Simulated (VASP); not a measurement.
# Ge (Cmmm) in VASP: a series of runs

Ge is run at these levels: PBE; tasks: single point, relaxation of cell and atoms.

Everything below comes from runs of VASP 6.6.1. Logs are shortened: lines on timing, memory, paths and dates and some standing lists are left out, and cuts for length are marked.

### Step 1. The cell of the first run

Symmetry: Cmmm, No. 65, orthorhombic system. The conventional cell has a = 3.241 Å, b = 4.302 Å, c = 6.942 Å, α = 90.00°, β = 90.00°, γ = 90.00°. Ge (site symmetry mm2) has 7 Ge at 2.48 to 3.24 Å within 3.3 Å.

The cell was built from a structure type or drawn by symmetry, and may not be a known phase.

### Step 2. Single point, PBE

INCAR reads:

```
SYSTEM = Ge
PREC = Accurate
ENCUT = 520
EDIFF = 1E-7
ISMEAR = 0
SIGMA = 0.1
LREAL = .FALSE.
LASPH = .TRUE.
NELM = 80
ALGO = Normal
ISIF = 2
LWAVE = .FALSE.
LCHARG = .FALSE.
GGA = PE
NBANDS = 21
```

KPOINTS reads:

```
regular mesh
0
G
  6 6 4
  0 0 0
```

POSCAR reads:

```
Ge
1.0
    1.6204721700     -2.1509073000      0.0000000000
    1.6204721700      2.1509073000      0.0000000000
    0.0000000000      0.0000000000      6.9423238800
Ge
2
Direct
    0.0000000000      0.0000000000      0.6787931200
    0.0000000000      0.0000000000      0.3212068800
```

Potentials or basis: VASP PAW PBE potentials, release 64 (Ge_d).

Run with:

```console
cat potpaw_PBE.64/Ge_d/POTCAR > POTCAR
mpirun -np 1 vasp_std > vasp.out
```

OUTCAR:

```text
SYSTEM = Ge
   PREC = Accurate
   ENCUT = 520
   EDIFF = 1E-7
   ISMEAR = 0
   LREAL = .FALSE.
   LASPH = .TRUE.
   NELM = 80
   ISIF = 2
   GGA = PE

 ion  position               nearest neighbor table
   1  0.000  0.000  0.679-   2 2.48
   2  0.000  0.000  0.321-   1 2.48

  LATTYP: Found a base centered orthorhombic cell.
 ALAT       =     3.2409443400
 B/A-ratio  =     1.3273336869
 C/A-ratio  =     2.1420682220

  Lattice vectors:

 A1 = (   1.6204721700,  -2.1509073000,   0.0000000000)
 A2 = (   1.6204721700,   2.1509073000,   0.0000000000)
 A3 = (   0.0000000000,   0.0000000000,   6.9423238800)

Analysis of symmetry for initial positions (statically):
=====================================================================
 Subroutine PRICEL returns:
 Original cell was already a primitive cell.

 Routine SETGRP: Setting up the symmetry group for a
 base centered orthorhombic supercell.

 Subroutine GETGRP returns: Found  8 space group operations
 (whereof  8 operations were pure point group operations)
 out of a pool of  8 trial point group operations.

The static configuration has the point symmetry D_2h.

Analysis of symmetry for dynamics (positions and initial velocities):
=====================================================================
 Subroutine PRICEL returns:
 Original cell was already a primitive cell.

 Routine SETGRP: Setting up the symmetry group for a
 base centered orthorhombic supercell.

 Subroutine GETGRP returns: Found  8 space group operations
 (whereof  8 operations were pure point group operations)
 out of a pool of  8 trial point group operations.

The dynamic configuration has the point symmetry D_2h.

 Subroutine INISYM returns: Found  8 space group operations
 (whereof  8 operations are pure point group operations),
 and found     1 'primitive' translations

----------------------------------------------------------------------------------------

                                     Primitive cell

  volume of cell :      48.3947

  direct lattice vectors                    reciprocal lattice vectors
     1.620472170 -2.150907300  0.000000000     0.308552044 -0.232460041  0.000000000
     1.620472170  2.150907300  0.000000000     0.308552044  0.232460041  0.000000000
     0.000000000  0.000000000  6.942323880     0.000000000  0.000000000  0.144043985

  length of vectors
     2.693015460  2.693015460  6.942323880     0.386318566  0.386318566  0.144043985

  position of ions in fractional coordinates (direct lattice)
     0.000000000  0.000000000  0.678793120
     0.000000000  0.000000000  0.321206880

  ion indices of the primitive-cell ions
   primitive index   ion index
                 1           1
                 2           2

----------------------------------------------------------------------------------------

 KPOINTS: regular mesh

Automatic generation of k-mesh.
 Grid dimensions read from file:
 generate k-points for:    6    6    4

 Generating k-lattice:

  Cartesian coordinates                     Fractional coordinates (reciprocal lattice)
     0.051425341 -0.038743340  0.000000000     0.166666667  0.000000000  0.000000000
     0.051425341  0.038743340  0.000000000     0.000000000  0.166666667  0.000000000
     0.000000000  0.000000000  0.036010996     0.000000000  0.000000000  0.250000000

  Length of vectors
     0.064386428  0.064386428  0.036010996

  Shift w.r.t. Gamma in fractional coordinates (k-lattice)
     0.000000000  0.000000000  0.000000000

 Subroutine IBZKPT returns following result:
 ===========================================

 Found     39 irreducible k-points:

 Following reciprocal coordinates:
            Coordinates               Weight
  0.000000  0.000000  0.000000      1.000000
  0.166667  0.000000  0.000000      4.000000
  0.333333  0.000000  0.000000      4.000000
  0.500000  0.000000  0.000000      2.000000
  0.166667  0.166667  0.000000      2.000000
  0.333333  0.166667  0.000000      4.000000
[... 16 lines left out ...]
  0.333333  0.333333  0.250000      4.000000
  0.500000  0.333333  0.250000      8.000000
 [... further k-points ...]
   k-points           NKPTS =     39   k-points in BZ     NKDIM =     39   number of bands    NBANDS=     21
   number of dos      NEDOS =    301   number of ions     NIONS =      2
   total plane-waves  NPLWV =  21600
   dimension x,y,z NGX =    20 NGY =   20 NGZ =   54
   dimension x,y,z NGXF=    40 NGYF=   40 NGZF=  108
   ions per type =               2
   NGX,Y,Z   is equivalent  to a cutoff of  12.35, 12.35, 12.93 a.u.
   NGXF,Y,Z  is equivalent  to a cutoff of  24.69, 24.69, 25.86 a.u.
 SYSTEM =  Ge
   PREC   = accura    normal or accurate (medium, high low for compatibility)
   ISTART =      0    job   : 0-new  1-cont  2-samecut
   ICHARG =      2    charge: 1-file 2-atom 10-const
   ISPIN  =      1    spin polarized calculation?
   LNONCOLLINEAR =      F non collinear calculations
   LSORBIT =      F    spin-orbit coupling
   LASPH  =      T    aspherical Exc in radial PAW
   ENCUT  =  520.0 eV  38.22 Ry    6.18 a.u.   5.01  5.01 12.91*2*pi/ulx,y,z
   NELM   =     80;   NELMIN=  2; NELMDL= -5     # of ELM steps
   EDIFF  = 0.1E-06   stopping-criterion for ELM
   LREAL  =      F    real-space projection
   EDIFFG = 0.1E-05   stopping-criterion for IOM
   NSW    =      0    number of steps for IOM
   IBRION =     -1    ionic relax: 0-MD 1-quasi-New 2-CG
   NFREE  =      0    steps in history (QN), initial steepest desc. (CG)
   ISIF   =      2    stress and relaxation
   ISYM   =      2    0-nonsym 1-usesym 2-fastsym
   POTIM  = 0.5000    time-step for ionic-motion
   TEBEG  =    0.0;   TEEND  =   0.0 temperature during run
   PSTRESS=    0.0 pullay stress
   NELECT =      28.0000    total number of electrons
   NUPDOWN=      -1.0000    fix difference up-down
   EMIN   =  10.00;   EMAX   =-10.00  energy-range for DOS
   EFERMI =   0.00;   METHOD = LEGACY
   ISMEAR =     0;   SIGMA  =   0.10  broadening in eV -4-tet -1-fermi 0-gaus
   EFERMI_NEDOS =   21; number of points for ismear=-14 and -15
   IALGO  =     38    algorithm
   IMIX   =      4    mixing-type and parameters
     AMIX     =   0.40;   BMIX     =  1.00
     AMIX_MAG =   1.60;   BMIX_MAG =  1.00
  volume/ion in A,a.u.               =      24.20       163.29
  Fermi-wavevector in a.u.,A,eV,Ry     =   1.364148  2.577866 25.319075  1.860900
  Thomas-Fermi vector in A             =   2.490489
   LORBIT       =      0    0 simple, 1 ext, 2 COOP (PROOUT), +10 PAW based schemes
   GGA     = PE    functional components
   LHFCALC =     F    Hartree Fock is set to
   AEXX    =    0.0000 exact exchange contribution
   IVDW    =     0    specifies the selected vdW correction
   LEPSILON=     F    determine dielectric tensor
   LRPA    =     F    only Hartree local field effects (RPA)
 non-spin polarized calculation
 Gauss-broadening in eV      SIGMA  =   0.10
  energy-cutoff  :      520.00
  volume of cell :       48.39
 maximum number of plane-waves:      1320
   NGX =  9   NGY =  9   NGZ = 25

 number of electron      28.0000034 magnetization

 Free energy of the ion-electron system (eV)
  ---------------------------------------------------
  ext. energy  EPLUGINS =         0.00000000
  ---------------------------------------------------
  free energy    TOTEN  =        -8.02372443 eV

  energy without entropy =       -8.01668903  energy(sigma->0) =       -8.02020673

 E-fermi :   3.9911     XC(G=0):  -9.5415

 val. band max:        3.9877976844   @ k =   0.5000   0.3333   0.5000
 cond. band min:       4.1533227775   @ k =   0.3333   0.0000   0.5000
 fundamental gap:      0.1655250931
 Fermi energy:         3.9910854883

 k-point     1 :       0.0000    0.0000    0.0000
  band No.  band energies     occupation
      1     -20.4858      2.00000
      2     -20.4619      2.00000
      3     -20.4479      2.00000
      4     -20.3189      2.00000
      5     -20.2913      2.00000
      6     -20.2645      2.00000
[... 13 lines left out ...]
     20      16.0351      0.00000
     21      17.1841      0.00000

 k-point     2 :       0.1667    0.0000    0.0000
  band No.  band energies     occupation
      1     -20.4769      2.00000
      2     -20.4238      2.00000
      3     -20.4221      2.00000
      4     -20.3328      2.00000
      5     -20.2752      2.00000
      6     -20.2676      2.00000
[... 13 lines left out ...]
     20      16.3088      0.00000
     21      17.7094      0.00000

 k-point     3 :       0.3333    0.0000    0.0000
  band No.  band energies     occupation
      1     -20.4708      2.00000
      2     -20.4003      2.00000
      3     -20.3726      2.00000
      4     -20.3613      2.00000
      5     -20.2842      2.00000
      6     -20.2824      2.00000
[... 13 lines left out ...]
     20      14.0492      0.00000
     21      17.0460      0.00000

 k-point     4 :       0.5000    0.0000    0.0000
  band No.  band energies     occupation
      1     -20.4698      2.00000
      2     -20.4002      2.00000
      3     -20.3949      2.00000
      4     -20.3496      2.00000
      5     -20.2982      2.00000
      6     -20.2859      2.00000
[... 13 lines left out ...]
     20      14.0508      0.00000
     21      14.8323      0.00000

 k-point     5 :       0.1667    0.1667    0.0000
  band No.  band energies     occupation
      1     -20.4482      2.00000
      2     -20.4035      2.00000
      3     -20.3898      2.00000
      4     -20.3456      2.00000
      5     -20.2902      2.00000
      6     -20.2689      2.00000
[... 13 lines left out ...]
     20      14.8555      0.00000
     21      16.0937      0.00000
[... 382 lines left out ...]
     20      13.9283      0.00000
     21      15.0040      0.00000

 k-point    22 :      -0.1667    0.1667    0.2500
  band No.  band energies     occupation
      1     -20.4577      2.00000
      2     -20.3898      2.00000
      3     -20.3775      2.00000
      4     -20.3317      2.00000
      5     -20.2932      2.00000
      6     -20.2911      2.00000
[... 13 lines left out ...]
     20      15.9788      0.00000
     21      18.0921      0.00000

 k-point    23 :       0.3333    0.3333    0.2500
  band No.  band energies     occupation
      1     -20.4010      2.00000
      2     -20.3712      2.00000
      3     -20.3460      2.00000
      4     -20.3270      2.00000
      5     -20.3259      2.00000
      6     -20.2839      2.00000
[... 13 lines left out ...]
     20      11.9775      0.00000
     21      15.2896      0.00000

 k-point    24 :       0.5000    0.3333    0.2500
  band No.  band energies     occupation
      1     -20.4148      2.00000
      2     -20.3778      2.00000
      3     -20.3630      2.00000
      4     -20.3518      2.00000
      5     -20.3409      2.00000
      6     -20.2876      2.00000
[... 13 lines left out ...]
     20      12.8508      0.00000
     21      13.6809      0.00000

 [... further k-points ...]

------------------------ aborting loop because EDIFF is reached ----------------------------------------

  FORCE on cell =-STRESS in cart. coord.  units (eV):
  Direction    XX          YY          ZZ          XY          YZ          ZX
  --------------------------------------------------------------------------------------
  -------------------------------------------------------------------------------------
  Total        1.9412684      0.5035936      1.1291279     -0.0000000      0.0000000      0.0000000
  in kB       64.2684803     16.6721903     37.3814011     -0.0000000      0.0000000      0.0000000
  external PRESSURE =      39.4406906 kB  Pullay stress =       0.0000000 kB

 VOLUME and BASIS-vectors are now :
 -----------------------------------------------------------------------------
  energy-cutoff  :      520.00
  volume of cell :       48.39
      direct lattice vectors                 reciprocal lattice vectors
     1.620472170 -2.150907300  0.000000000     0.308552044 -0.232460041  0.000000000
     1.620472170  2.150907300  0.000000000     0.308552044  0.232460041  0.000000000
     0.000000000  0.000000000  6.942323880     0.000000000  0.000000000  0.144043985

 POSITION                                       TOTAL-FORCE (eV/Angst)
 -----------------------------------------------------------------------------------
      0.00000      0.00000      4.71240        -0.000000      0.000000      0.596456
      0.00000      0.00000      2.22992         0.000000      0.000000     -0.596456
 -----------------------------------------------------------------------------------
    total drift:                                0.000000      0.000000      0.000000

  FREE ENERGIE OF THE ION-ELECTRON SYSTEM (eV)
  ---------------------------------------------------
  free  energy   TOTEN  =        -8.0237244260 eV

  energy  without entropy=       -8.0166890262  energy(sigma->0) =       -8.02020673
```

It took 21 s on 1 thread of Intel Xeon Platinum 8375C at 2.90GHz (Ice Lake), shared host; peak memory 0.17 GiB.

What came out:

```
Free energy            : -8.0237 eV
Pressure               : 3.9 GPa
Largest force          : 0.596 eV/Å
Band gap on the k mesh : zero (bands 14 and 15 overlap by 3.92 eV)
```

Forces on the atoms (eV/Å):
```
Ge   0.000  0.000  0.596
Ge   0.000  0.000 -0.596
```

Stress tensor (GPa, compression positive):
```
6.43 0.00 0.00
0.00 1.67 0.00
0.00 0.00 3.74
```

Caveat: the k points lie up to 0.40 Å⁻¹ apart, too coarse for converged energies and pressures of a metal.

### Step 3. Relaxation of cell and atoms, PBE

INCAR reads:

```
PREC = Accurate ; ENCUT = 600
EDIFF = 1E-7 ; ISMEAR = 0
SIGMA = 0.1 ; LREAL = F
LASPH = T ; NELM = 60
ALGO = Normal ; ISIF = 3
LWAVE = F ; LCHARG = F
GGA = PE ; IBRION = 2
NSW = 90 ; EDIFFG = -0.04
```

KPOINTS reads:

```
Automatic mesh
0
Gamma
  6 6 4
```

POSCAR is that of step 2.

Potentials or basis: VASP PAW PBE potentials, release 64 (Ge_d).

Run with:

```console
cat potpaw_PBE.64/Ge_d/POTCAR > POTCAR
mpirun -np 1 vasp_std > vasp.out
```

Run time: 13 min. Hardware: 1 thread of Intel Xeon Platinum 8375C at 2.90GHz (Ice Lake), shared host; peak memory 0.21 GiB.

Results (log left out):

```yaml
Free_energy: -8.4858 eV
Relaxed_volume: 19.84 Å³/atom
Relaxed_cell: a = 2.789 Å, b = 2.789 Å, c = 5.246 Å, α = 90.00°, β = 90.00°, γ = 103.41°
Space_group_after_relaxing_to_0.1_Å: Cmmm (No. 65)
Energy_gained_by_relaxing: 231.0 meV/atom
Ionic_steps: 39
Pressure_after_relaxing: 0.1 GPa
Largest_force_after_relaxing: 0.034 eV/Å
Band_gap_on_the_k_mesh: zero (bands 14 and 15 overlap by 7.80 eV)
```

Forces on the atoms (eV/Å):
```
Ge   0.000  0.000 -0.034
Ge   0.000  0.000  0.034
```

Stress tensor (GPa, compression positive):
```
 0.12  0.00  0.00
 0.00 -0.04  0.00
 0.00  0.00  0.27
```

The path:
```tsv
step	energy change (eV)	largest force (eV/Å)	pressure (GPa)	volume (Å³)
1	0.0000	0.5962	3.97	48.39
2	-0.0780	0.2010	-1.05	52.71
3	-0.0781	0.1684	-1.33	53.00
4	-0.1109	0.1040	-1.43	52.90
5	-0.1134	0.2120	-1.43	52.85
6	-0.1537	0.0590	0.01	50.89
7	-0.1557	0.0150	0.27	50.56
8	-0.1547	0.0758	0.87	49.91
9	-0.1561	0.0181	0.50	50.32
10	-0.1602	0.2182	-0.13	50.50
11	-0.1611	0.1577	0.04	50.45
12	-0.1640	0.1289	-0.37	50.52
13	-0.1663	0.0767	-0.97	50.64
14	-0.1678	0.0762	-0.95	50.48
15	-0.1722	0.0736	-0.87	49.99
16	-0.1809	0.0641	-0.75	49.01
17	-0.1968	0.0548	-0.28	47.07
18	-0.2449	0.3137	0.93	43.27
19	-0.3228	0.2112	8.41	36.03
20	-0.3163	0.6352	3.71	39.42
21	-0.3378	0.5139	6.29	37.43
22	-0.3368	0.4676	6.66	37.18
23	-0.3373	0.4482	6.73	37.12
24	-0.3383	0.3948	6.92	36.96
25	-0.3383	0.3093	7.38	36.62
26	-0.3404	0.3049	7.30	36.65
27	-0.3464	0.2904	7.01	36.74
28	-0.3577	0.2562	6.47	36.91
29	-0.3771	0.1801	5.39	37.26
30	-0.4050	0.0919	3.47	37.96
31	-0.4397	0.0390	0.45	39.39
32	-0.3997	0.5702	-2.81	42.29
33	-0.4449	0.2185	-0.95	40.23
34	-0.4453	0.1884	-0.70	40.07
35	-0.4495	0.2073	-0.67	40.05
36	-0.4576	0.1986	-0.50	39.99
37	-0.4581	0.2204	-0.30	39.96
38	-0.4599	0.1659	-0.21	39.88
39	-0.4620	0.0344	0.12	39.69
```

Final structure:
```xyz
2
Lattice="1.7283 -2.1889 0.0000 1.7283 2.1889 0.0000 0.0000 0.0000 5.2456" Properties=species:S:1:pos:R:3 pbc="T T T"
Ge    0.0000    0.0000    3.9365
Ge    0.0000    0.0000    1.3091
```

Levels at points of the mesh, in eV from the Fermi level:
| k point | band 11 | band 12 | band 13 | band 14 | band 15 | band 16 | band 17 | band 18 |
| --- | --- | --- | --- | --- | --- | --- | --- | --- |
| (0.00, 0.00, 0.00) | -12.75 | -8.48 | -5.57 | 5.77 | 6.97 | 7.88 | 9.02 | 10.30 |
| (0.50, 0.00, 0.00) | -9.13 | -5.52 | -4.59 | -2.64 | -2.02 | 3.33 | 6.76 | 10.65 |
| (0.50, 0.50, 0.00) | -6.31 | -4.17 | -1.32 | -0.82 | -0.60 | -0.55 | 2.72 | 3.97 |
| (0.00, 0.00, 0.50) | -11.44 | -11.41 | 0.10 | 0.13 | 7.00 | 7.03 | 8.20 | 8.23 |
| (0.50, 0.00, 0.50) | -7.84 | -7.80 | -4.27 | -4.24 | 3.29 | 3.33 | 7.89 | 7.91 |
| (0.50, 0.50, 0.50) | -5.03 | -4.99 | -2.94 | -2.92 | 0.67 | 0.69 | 5.05 | 6.10 |

Caveat: the k points lie up to 0.39 Å⁻¹ apart in the final cell, too coarse for converged energies and pressures of a metal; the volume moved by over 15 % at a fixed basis, so the end points are rough.
